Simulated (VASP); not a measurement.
# P (Fmmm) in VASP: notebook

Runs on P. Level: PBE. Tasks: single point.

All numbers are computed with VASP 6.6.1; they aren't measurements. Logs are shortened: lines on timing, memory, paths and dates and some standing lists are left out, and cuts for length are marked.

**1. The cell of the first run**

Symmetry: Fmmm, No. 69, orthorhombic system. Conventional cell: a = 2.602 Å, b = 4.764 Å, c = 10.776 Å, α = 90.00°, β = 90.00°, γ = 90.00°. P (site symmetry mm2) has 7 P at 2.23 to 2.71 Å within 3.0 Å.

**2. Single point, PBE**

Input file INCAR:

```
SYSTEM = P
PREC = Accurate ; ENCUT = 520
EDIFF = 1E-7 ; ISMEAR = 0
SIGMA = 0.1 ; LREAL = .False.
LASPH = .True. ; NELM = 100
ALGO = Normal ; ISIF = 2
LWAVE = .False. ; LCHARG = .False.
GGA = PE ; NBANDS = 12
```

Input file KPOINTS:

```
Automatic mesh
0
Gamma
  24 24 24
  0 0 0
```

Input file POSCAR:

```
P
1.0
    0.0000000000      2.3819417390      5.3879302507
    1.3007612223      0.0000000000      5.3879302507
    1.3007612223      2.3819417390      0.0000000000
P
2
Direct
    0.8964037982      0.8964037982      0.1035962018
    0.1035962018      0.1035962018      0.8964037982
```

Potentials or basis: VASP PAW PBE potentials, release 64 (P).

Run with:

```sh
cat potpaw_PBE.64/P/POTCAR > POTCAR
mpirun -np 1 vasp_std > vasp.out
```

OUTCAR:

```text
SYSTEM = P
   PREC = Accurate
   ENCUT = 520
   EDIFF = 1E-7
   ISMEAR = 0
   LREAL = .False.
   LASPH = .True.
   NELM = 100
   ISIF = 2
   GGA = PE

 ion  position               nearest neighbor table
   1  0.896  0.896  0.104-   2 2.23
   2  0.104  0.104  0.896-   1 2.23

  LATTYP: Found a face centered orthorhombic cell.
 ALAT       =     2.6015224446
 B/A-ratio  =     1.8311906122
 C/A-ratio  =     4.1421362801

  Lattice vectors:

 A1 = (   0.0000000000,   2.3819417390,   5.3879302507)
 A2 = (   1.3007612223,   0.0000000000,   5.3879302507)
 A3 = (   1.3007612223,   2.3819417390,   0.0000000000)

Analysis of symmetry for initial positions (statically):
=====================================================================
 Subroutine PRICEL returns:
 Original cell was already a primitive cell.

 Routine SETGRP: Setting up the symmetry group for a
 face centered orthorhombic supercell.

 Subroutine GETGRP returns: Found  8 space group operations
 (whereof  8 operations were pure point group operations)
 out of a pool of  8 trial point group operations.

The static configuration has the point symmetry D_2h.

Analysis of symmetry for dynamics (positions and initial velocities):
=====================================================================
 Subroutine PRICEL returns:
 Original cell was already a primitive cell.

 Routine SETGRP: Setting up the symmetry group for a
 face centered orthorhombic supercell.

 Subroutine GETGRP returns: Found  8 space group operations
 (whereof  8 operations were pure point group operations)
 out of a pool of  8 trial point group operations.

The dynamic configuration has the point symmetry D_2h.

 Subroutine INISYM returns: Found  8 space group operations
 (whereof  8 operations are pure point group operations),
 and found     1 'primitive' translations

----------------------------------------------------------------------------------------

                                     Primitive cell

  volume of cell :      33.3873

  direct lattice vectors                    reciprocal lattice vectors
     0.000000000  2.381941739  5.387930251    -0.384390303  0.209912775  0.092800013
     1.300761222  0.000000000  5.387930251     0.384390303 -0.209912775  0.092800013
     1.300761222  2.381941739  0.000000000     0.384390303  0.209912775 -0.092800013

  length of vectors
     5.890962471  5.542722449  2.713968719     0.447695343  0.447695343  0.447695343

  position of ions in fractional coordinates (direct lattice)
     0.896403798  0.896403798  0.103596202
     0.103596202  0.103596202  0.896403798

  ion indices of the primitive-cell ions
   primitive index   ion index
                 1           1
                 2           2

----------------------------------------------------------------------------------------

 KPOINTS: Automatic mesh

Automatic generation of k-mesh.
 Grid dimensions read from file:
 generate k-points for:   24   24   24

 Generating k-lattice:

  Cartesian coordinates                     Fractional coordinates (reciprocal lattice)
    -0.016016263  0.008746366  0.003866667     0.041666667  0.000000000  0.000000000
     0.016016263 -0.008746366  0.003866667     0.000000000  0.041666667  0.000000000
     0.016016263  0.008746366 -0.003866667     0.000000000  0.000000000  0.041666667

  Length of vectors
     0.018653973  0.018653973  0.018653973

  Shift w.r.t. Gamma in fractional coordinates (k-lattice)
     0.000000000  0.000000000  0.000000000

 Subroutine IBZKPT returns following result:
 ===========================================

 Found   1963 irreducible k-points:

 Following reciprocal coordinates:
            Coordinates               Weight
  0.000000  0.000000  0.000000      1.000000
  0.041667  0.000000 -0.000000      8.000000
  0.083333  0.000000  0.000000      8.000000
  0.125000  0.000000  0.000000      8.000000
  0.166667  0.000000  0.000000      8.000000
  0.208333  0.000000  0.000000      8.000000
[... 16 lines left out ...]
  0.416667  0.041667 -0.000000      8.000000
  0.458333  0.041667  0.000000      8.000000
 [... further k-points ...]
   k-points           NKPTS =   1963   k-points in BZ     NKDIM =   1963   number of bands    NBANDS=     12
   number of dos      NEDOS =    301   number of ions     NIONS =      2
   total plane-waves  NPLWV =  40320
   dimension x,y,z NGX =    48 NGY =   42 NGZ =   20
   dimension x,y,z NGXF=    96 NGYF=   84 NGZF=   40
   ions per type =               2
   NGX,Y,Z   is equivalent  to a cutoff of  13.55, 12.60, 12.25 a.u.
   NGXF,Y,Z  is equivalent  to a cutoff of  27.09, 25.19, 24.50 a.u.
 SYSTEM =  P
   PREC   = accura    normal or accurate (medium, high low for compatibility)
   ISTART =      0    job   : 0-new  1-cont  2-samecut
   ICHARG =      2    charge: 1-file 2-atom 10-const
   ISPIN  =      1    spin polarized calculation?
   LNONCOLLINEAR =      F non collinear calculations
   LSORBIT =      F    spin-orbit coupling
   LASPH  =      T    aspherical Exc in radial PAW
   ENCUT  =  520.0 eV  38.22 Ry    6.18 a.u.  10.95 10.31  5.05*2*pi/ulx,y,z
   NELM   =    100;   NELMIN=  2; NELMDL= -5     # of ELM steps
   EDIFF  = 0.1E-06   stopping-criterion for ELM
   LREAL  =      F    real-space projection
   EDIFFG = 0.1E-05   stopping-criterion for IOM
   NSW    =      0    number of steps for IOM
   IBRION =     -1    ionic relax: 0-MD 1-quasi-New 2-CG
   NFREE  =      0    steps in history (QN), initial steepest desc. (CG)
   ISIF   =      2    stress and relaxation
   ISYM   =      2    0-nonsym 1-usesym 2-fastsym
   POTIM  = 0.5000    time-step for ionic-motion
   TEBEG  =    0.0;   TEEND  =   0.0 temperature during run
   PSTRESS=    0.0 pullay stress
   NELECT =      10.0000    total number of electrons
   NUPDOWN=      -1.0000    fix difference up-down
   EMIN   =  10.00;   EMAX   =-10.00  energy-range for DOS
   EFERMI =   0.00;   METHOD = LEGACY
   ISMEAR =     0;   SIGMA  =   0.10  broadening in eV -4-tet -1-fermi 0-gaus
   EFERMI_NEDOS =   21; number of points for ismear=-14 and -15
   IALGO  =     38    algorithm
   IMIX   =      4    mixing-type and parameters
     AMIX     =   0.40;   BMIX     =  1.00
     AMIX_MAG =   1.60;   BMIX_MAG =  1.00
  volume/ion in A,a.u.               =      16.69       112.65
  Fermi-wavevector in a.u.,A,eV,Ry     =   1.095337  2.069888 16.323782  1.199764
  Thomas-Fermi vector in A             =   2.231659
   LORBIT       =      0    0 simple, 1 ext, 2 COOP (PROOUT), +10 PAW based schemes
   GGA     = PE    functional components
   LHFCALC =     F    Hartree Fock is set to
   AEXX    =    0.0000 exact exchange contribution
   IVDW    =     0    specifies the selected vdW correction
   LEPSILON=     F    determine dielectric tensor
   LRPA    =     F    only Hartree local field effects (RPA)
 non-spin polarized calculation
 Gauss-broadening in eV      SIGMA  =   0.10
  energy-cutoff  :      520.00
  volume of cell :       33.39
 maximum number of plane-waves:       923
 NGX is ok and might be reduce to    48
   NGX = 21   NGY = 21   NGZ = 11

 number of electron      10.0000000 magnetization

 Free energy of the ion-electron system (eV)
  ---------------------------------------------------
  ext. energy  EPLUGINS =         0.00000000
  ---------------------------------------------------
  free energy    TOTEN  =        -9.85240148 eV

  energy without entropy =       -9.84924614  energy(sigma->0) =       -9.85082381

 E-fermi :   7.7130     XC(G=0): -10.6276

 val. band max:        7.7106989708   @ k =   0.2917   0.0000   0.2917
 cond. band min:       7.7132573996   @ k =  -0.2917   0.3750   0.2083
 fundamental gap:      0.0025584288
 Fermi energy:         7.7129704440

 k-point     1 :       0.0000    0.0000    0.0000
  band No.  band energies     occupation
      1      -8.0666      2.00000
      2      -4.2495      2.00000
      3       0.6346      2.00000
      4      11.1077      0.00000
      5      12.8892      0.00000
      6      13.8318      0.00000
      7      14.0740      0.00000
      8      15.2449      0.00000
      9      16.0163      0.00000
     10      18.3605      0.00000
     11      20.4667      0.00000
     12      20.6174      0.00000

 k-point     2 :       0.0417    0.0000   -0.0000
  band No.  band energies     occupation
      1      -8.0200      2.00000
      2      -4.2078      2.00000
      3       0.6853      2.00000
      4      11.0975      0.00000
      5      12.6623      0.00000
      6      13.4134      0.00000
      7      14.3574      0.00000
      8      15.1057      0.00000
      9      15.7144      0.00000
     10      18.5197      0.00000
     11      20.2264      0.00000
     12      20.7882      0.00000

 k-point     3 :       0.0833    0.0000    0.0000
  band No.  band energies     occupation
      1      -7.8805      2.00000
      2      -4.0829      2.00000
      3       0.8368      2.00000
      4      11.0575      0.00000
      5      12.0073      0.00000
      6      12.7750      0.00000
      7      14.6221      0.00000
      8      14.7388      0.00000
      9      15.0248      0.00000
     10      18.6592      0.00000
     11      20.0103      0.00000
     12      20.8519      0.00000
[... 286 lines left out ...]
 k-point    23 :       0.4167    0.0417   -0.0000
  band No.  band energies     occupation
      1      -4.4297      2.00000
      2      -1.0152      2.00000
      3       2.5556      2.00000
      4       4.8286      2.00000
      5       5.5265      2.00000
      6       9.7268      0.00000
      7      11.4723      0.00000
      8      12.0083      0.00000
      9      13.8867      0.00000
     10      14.2271      0.00000
     11      17.1218      0.00000
     12      18.6981      0.00000

 k-point    24 :       0.4583    0.0417    0.0000
  band No.  band energies     occupation
      1      -3.6905      2.00000
      2      -0.2703      2.00000
      3       1.5205      2.00000
      4       4.2752      2.00000
      5       5.5173      2.00000
      6       9.5445      0.00000
      7      11.2176      0.00000
      8      11.8219      0.00000
      9      13.5486      0.00000
     10      13.8842      0.00000
     11      16.9150      0.00000
     12      18.1326      0.00000

 [... further k-points ...]
[... 5 lines left out ...]
  --------------------------------------------------------------------------------------
  -------------------------------------------------------------------------------------
  Total       -0.0308837     -0.0181929     -0.1073188      0.0000000      0.0000000      0.0000000
  in kB       -1.4820400     -0.8730377     -5.1499798      0.0000000      0.0000000      0.0000000
  external PRESSURE =      -2.5016858 kB  Pullay stress =       0.0000000 kB

 VOLUME and BASIS-vectors are now :
 -----------------------------------------------------------------------------
  energy-cutoff  :      520.00
  volume of cell :       33.39
      direct lattice vectors                 reciprocal lattice vectors
     0.000000000  2.381941739  5.387930251    -0.384390303  0.209912775  0.092800013
     1.300761222  0.000000000  5.387930251     0.384390303 -0.209912775  0.092800013
     1.300761222  2.381941739  0.000000000     0.384390303  0.209912775 -0.092800013

 POSITION                                       TOTAL-FORCE (eV/Angst)
 -----------------------------------------------------------------------------------
      1.30076      2.38194      9.65952         0.000000      0.000000      0.050393
      1.30076      2.38194      1.11634         0.000000      0.000000     -0.050393
 -----------------------------------------------------------------------------------
    total drift:                               -0.000000     -0.000000     -0.000000

  FREE ENERGIE OF THE ION-ELECTRON SYSTEM (eV)
  ---------------------------------------------------
  free  energy   TOTEN  =        -9.8524014816 eV

  energy  without entropy=       -9.8492461448  energy(sigma->0) =       -9.85082381
```

Wall time 7.1 min (1 thread of Intel Xeon Platinum 8559C (Emerald Rapids), shared host); peak memory 0.68 GiB.

What came out:

| Item | Value |
| --- | --- |
| Free energy | -9.8524 eV |
| Pressure | -0.3 GPa |
| Largest force | 0.050 eV/Å |
| Band gap on the k mesh | zero (band 5 reaches 12.98 eV, above the bottom of band 6 at 4.82 eV) |

Forces on the atoms (eV/Å):
```
P    0.000  0.000  0.050
P    0.000  0.000 -0.050
```

**3. Single point, PBE**

This run uses another cell than the first one, of 19.03 Å³/atom, 1.140 times its volume.

Input file INCAR:

```
SYSTEM = P
PREC = Accurate
ENCUT = 520
EDIFF = 1E-7
ISMEAR = 0
SIGMA = 0.1
LREAL = .FALSE.
LASPH = .TRUE.
NELM = 100
ALGO = Normal
ISIF = 2
LWAVE = .FALSE.
LCHARG = .TRUE.
GGA = PE
LELF = .TRUE.
LVHAR = .TRUE.
NBANDS = 12
```

Input file KPOINTS:

```
Automatic mesh
0
G
  6 6 6
  0 0 0
```

Input file POSCAR:

```
P
1.0
    0.0000000000      2.4570522500      5.1319928500
    1.5090408100      0.0000000000      5.1319928500
    1.5090408100      2.4570522500      0.0000000000
P
2
Direct
    0.8691655400      0.8691655400      0.1308344600
    0.1308344600      0.1308344600      0.8691655400
```

Potentials or basis: VASP PAW PBE potentials, release 64 (P).

Run with:

```sh
cat potpaw_PBE.64/P/POTCAR > POTCAR
mpirun -np 1 vasp_std > vasp.out
```

Wall time 17 s (1 thread of Intel Xeon Platinum 8559C (Emerald Rapids), shared host); peak memory 0.18 GiB.

The run converged. Its results:

```
Free energy            : -9.0705 eV
Pressure               : -15.2 GPa
Largest force          : 0.603 eV/Å
Band gap on the k mesh : zero (band 5 reaches 10.59 eV, above the bottom of band 6 at 3.65 eV)
```

Forces on the atoms (eV/Å):
```
P    0.000  0.000  0.603
P    0.000  0.000 -0.603
```

Stress tensor (GPa, compression positive):
```
-15.75   0.00   0.00
  0.00 -13.06   0.00
  0.00   0.00 -16.81
```

Levels at points of the mesh, in eV from the Fermi level:
| k point | band 1 | band 2 | band 3 | band 4 | band 5 | band 6 | band 7 | band 8 | band 9 | band 10 |
| --- | --- | --- | --- | --- | --- | --- | --- | --- | --- | --- |
| (0.00, 0.00, 0.00) | -13.67 | -10.09 | -6.03 | 4.05 | 4.57 | 4.57 | 4.67 | 5.65 | 8.91 | 10.80 |
| (0.50, 0.00, 0.00) | -9.58 | -8.25 | -5.05 | -4.63 | -0.83 | 1.59 | 2.43 | 3.13 | 7.16 | 7.21 |
| (0.50, 0.50, 0.00) | -12.68 | -12.20 | -1.48 | -1.25 | 3.41 | 4.79 | 5.47 | 5.63 | 9.15 | 10.00 |
| (0.50, 0.00, 0.50) | -9.68 | -6.11 | -5.84 | -2.89 | -2.83 | 1.16 | 1.69 | 3.32 | 4.71 | 6.94 |
| (0.00, 0.50, 0.50) | -8.62 | -8.35 | -4.97 | -4.49 | 0.43 | 1.30 | 1.65 | 2.93 | 5.20 | 7.57 |

Caveat: the k points lie up to 0.42 Å⁻¹ apart.
